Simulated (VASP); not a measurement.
# La (P6/mmm) in VASP: further runs, part 2 of 2

VASP 6.6.1.

## (4) Relaxation of shape and atoms at fixed volume, PBE

This run uses another cell than the first one, of 33.25 Å³/atom, 1.286 times its volume.

INCAR reads:

```
PREC = Accurate
ENCUT = 600
EDIFF = 1E-6
ISMEAR = -1
SIGMA = 0.08
LREAL = False
LASPH = True
NELM = 60
ALGO = Normal
ISIF = 4
LWAVE = False
LCHARG = False
GGA = PE
IBRION = 2
NSW = 50
EDIFFG = -0.005
```

KPOINTS reads:

```
regular mesh
0
Gamma
  12 12 11
```

POSCAR reads:

```
La
1.0
    3.3779595092      0.0000000000      0.0000000000
   -1.6889797546      2.9253987479      0.0000000000
    0.0000000000      0.0000000000      3.3650294863
La
1
Direct
    0.0000000000      0.0000000000      0.0000000000
```

Potentials or basis: VASP PAW PBE potentials, release 64 (La).

Run with:

```console
$ cat potpaw_PBE.64/La/POTCAR > POTCAR
$ mpirun -np 1 vasp_std > vasp.out
```

OUTCAR:

```text
PREC = Accurate
   ENCUT = 600
   EDIFF = 1E-6
   ISMEAR = -1
   LREAL = False
   LASPH = True
   NELM = 60
   ISIF = 4
   GGA = PE
   IBRION = 2
   NSW = 50
   EDIFFG = -0.005

 ion  position               nearest neighbor table
   1  0.000  0.000  0.000-

  LATTYP: Found a hexagonal cell.
 ALAT       =     3.3779595092
 C/A-ratio  =     0.9961722386

  Lattice vectors:

 A1 = (   3.3779595092,   0.0000000000,   0.0000000000)
 A2 = (  -1.6889797546,   2.9253987479,   0.0000000000)
 A3 = (   0.0000000000,   0.0000000000,   3.3650294863)

Analysis of symmetry for initial positions (statically):
=====================================================================
 Subroutine PRICEL returns:
 Original cell was already a primitive cell.

 Routine SETGRP: Setting up the symmetry group for a
 hexagonal supercell.

 Subroutine GETGRP returns: Found 24 space group operations
 (whereof 24 operations were pure point group operations)
 out of a pool of 24 trial point group operations.

The static configuration has the point symmetry D_6h.

[... 167 lines left out ...]
  Total        0.6916570      0.6916570      0.5750686      0.0000000      0.0000000      0.0000000
  in kB       33.3252146     33.3252146     27.7077871      0.0000000      0.0000000      0.0000000
  external PRESSURE =      31.4527388 kB  Pullay stress =       0.0000000 kB
[... 92 lines left out ...]
--------------------------------------- Ionic step        4  -------------------------------------------

 number of electron      10.9999999 magnetization

 Free energy of the ion-electron system (eV)
  ---------------------------------------------------
  ext. energy  EPLUGINS =         0.00000000
  ---------------------------------------------------
  free energy    TOTEN  =        -4.58948724 eV

  energy without entropy =       -4.54632777  energy(sigma->0) =       -4.56790750

 E-fermi :   8.8030     XC(G=0):  -9.9842

 val. band max:        8.7983900048   @ k =   0.3333   0.1667   0.1818
 cond. band min:       8.8070880593   @ k =   0.3333   0.0833   0.0909
 fundamental gap:      0.0086980545
 Fermi energy:         8.8029760942

 k-point     1 :       0.0000    0.0000    0.0000
  band No.  band energies     occupation
      1     -24.0350      2.00000
      2      -6.8370      2.00000
      3      -6.4778      2.00000
      4      -6.4778      2.00000
      5       6.0380      2.00000
      6       7.6824      2.00000
      7      10.2060      0.00000
      8      10.6317      0.00000
      9      10.6317      0.00000
[... 265 lines left out ...]
 k-point    24 :       0.3333   -0.0000    0.0909
  band No.  band energies     occupation
      1     -23.7271      2.00000
      2      -8.2973      2.00000
      3      -6.8859      2.00000
      4      -6.7527      2.00000
      5       7.3062      2.00000
      6       8.5375      1.93013
      7      10.3437      0.00000
      8      10.7613      0.00000
      9      10.8991      0.00000

 [... further k-points ...]

------------------------ aborting loop because EDIFF is reached ----------------------------------------

  FORCE on cell =-STRESS in cart. coord.  units (eV):
  Direction    XX          YY          ZZ          XY          YZ          ZX
  --------------------------------------------------------------------------------------
  -------------------------------------------------------------------------------------
  Total        0.6470355      0.6470355      0.6448495      0.0000000     -0.0000000      0.0000000
  in kB       31.1752741     31.1752741     31.0699496      0.0000000     -0.0000000      0.0000000
  external PRESSURE =      31.1401659 kB  Pullay stress =       0.0000000 kB
[... 16 lines left out ...]
  FREE ENERGIE OF THE ION-ELECTRON SYSTEM (eV)
  ---------------------------------------------------
  free  energy   TOTEN  =        -4.5894872429 eV

  energy  without entropy=       -4.5463277661  energy(sigma->0) =       -4.56790750

 reached required accuracy - stopping structural energy minimisation
```

CONTCAR:

```text
La
   1.00000000000000
     3.3879236618325912    0.0000000000000000    0.0000000000000000
    -1.6939618309162956    2.9340279572045973   -0.0000000000000000
     0.0000000000000000    0.0000000000000000    3.3452649555465217
  La
     1
Direct
     0.0000000000000000    0.0000000000000000    0.0000000000000000

  0.00000000E+00  0.00000000E+00  0.00000000E+00
```

It took 1.9 min on 1 thread of Intel Xeon 8259CL, shared host; peak memory 0.21 GiB.

Results:

```yaml
Free_energy: -4.5895 eV
Energy_gained_by_relaxing: 0.3 meV/atom
Ionic_steps: 4
Pressure_after_relaxing: 3.1 GPa
```

Step by step:
```tsv
step	energy change (eV)	largest force (eV/Å)	pressure (GPa)	volume (Å³)
1	0.0000	0.0000	3.15	33.25
2	-0.0003	0.0000	3.12	33.25
3	-0.0003	0.0000	3.12	33.25
4	-0.0003	0.0000	3.11	33.25
```

Final structure:
```
La
1.0
     3.38792    0.00000    0.00000
    -1.69396    2.93403    0.00000
     0.00000    0.00000    3.34526
La
1
Direct
  0.00000 0.00000 0.00000
```

Levels at points of the mesh, in eV from the Fermi level:
| k point | band 3 | band 4 | band 5 | band 6 | band 7 | band 8 | band 9 |
| --- | --- | --- | --- | --- | --- | --- | --- |
| (0.00, 0.00, 0.00) | -15.28 | -15.28 | -2.76 | -1.12 | 1.40 | 1.83 | 1.83 |
| (0.50, 0.00, 0.00) | -15.83 | -15.31 | -1.90 | 0.22 | 1.48 | 2.08 | 2.26 |

Caveat: spin-orbit coupling is left out, which moves the levels of the heavy elements.

## (5) Relaxation of cell and atoms, PBE

This run uses another cell than the first one, of 38.82 Å³/atom, 1.501 times its volume.

INCAR reads:

```
SYSTEM = La
PREC = Accurate
ENCUT = 600
EDIFF = 1E-7
ISMEAR = -1
SIGMA = 0.08
LREAL = .False.
LASPH = .True.
NELM = 80
ALGO = Normal
ISIF = 3
LWAVE = .False.
LCHARG = .False.
GGA = PE
IBRION = 2
NSW = 60
EDIFFG = -0.005
```

KPOINTS reads:

```
regular mesh
0
Gamma
  12 12 11
  0 0 0
```

POSCAR reads:

```
La
1.0
    3.6262864059      0.0000000000      0.0000000000
   -1.8131432030      3.1404561489      0.0000000000
    0.0000000000      0.0000000000      3.4087092216
La
1
Direct
    0.0000000000      0.0000000000      0.0000000000
```

Run with:

```console
$ cat potpaw_PBE.64/La/POTCAR > POTCAR
$ mpirun -np 1 vasp_std > vasp.out
```

Run time: 5.6 min. Hardware: 1 thread of Intel Xeon 8259CL, shared host; peak memory 0.24 GiB.

It converged, with:

- Free energy: -4.6242 eV
- Relaxed volume: 37.01 Å³/atom
- Relaxed cell: a = 3.502 Å, b = 3.502 Å, c = 3.485 Å, α = 90.00°, β = 90.00°, γ = 120.00°
- Space group after relaxing (to 0.05 Å): P6/mmm (No. 191)
- Energy gained by relaxing: 15.8 meV/atom
- Ionic steps: 7
- Pressure after relaxing: 0.0 GPa

Step by step:
```tsv
step	energy change (eV)	largest force (eV/Å)	pressure (GPa)	volume (Å³)
1	0.0000	0.0000	-1.04	38.82
2	-0.0116	0.0000	-0.26	37.42
3	-0.0140	0.0000	0.32	36.51
4	-0.0155	0.0000	0.15	36.78
5	-0.0157	0.0000	0.04	36.94
6	-0.0157	0.0000	0.05	36.93
7	-0.0158	0.0000	0.00	37.01
```

Final structure:
```yaml
crystal:
  lattice:
    - [3.50163, 0.00000, 0.00000]
    - [-1.75082, 3.03250, 0.00000]
    - [0.00000, 0.00000, 3.48513]
  atoms:
    - { symbol: La, position: [0.00000, 0.00000, 0.00000] }
```

Levels at points of the mesh, in eV from the Fermi level:
| k point | band 4 | band 5 | band 6 | band 7 | band 8 | band 9 |
| --- | --- | --- | --- | --- | --- | --- |
| (0.00, 0.00, 0.00) | -15.64 | -2.89 | -0.94 | 1.34 | 1.74 | 1.74 |
| (0.50, 0.00, 0.00) | -15.73 | -1.72 | 0.19 | 1.38 | 1.88 | 2.01 |

Caveat: spin-orbit coupling is left out, which moves the levels of the heavy elements.

## (6) The runs side by side

```csv
task,cell,gap on the mesh (eV),pressure (GPa)
relaxation of shape and atoms at fixed volume,"relaxed from a = 3.107, b = 3.107, c = 3.095 Å, angles 90.0, 90.0, 120.0°, 1 atom",none,14.6
relaxation of shape and atoms at fixed volume,"relaxed from a = 3.248, b = 3.248, c = 3.235 Å, angles 90.0, 90.0, 120.0°, 1 atom",none,7.7
relaxation of shape and atoms at fixed volume,"relaxed from a = 3.378, b = 3.378, c = 3.365 Å, angles 90.0, 90.0, 120.0°, 1 atom",none,3.1
relaxation of cell and atoms,"relaxed from a = 3.626, b = 3.626, c = 3.409 Å, angles 90.0, 90.0, 120.0°, 1 atom",none,0.0
```

Alike in all rows: level PBE; potentials or basis VASP PAW PBE potentials, release 64 (La); no spin polarisation; k mesh 12 × 12 × 11; cutoff (eV) 600; smearing fermi-dirac 0.08 eV.

Caveats: spin-orbit coupling is left out, which moves the levels of the heavy elements.

Total energies depend on the potentials used, so only differences within one code and one set of settings carry meaning.
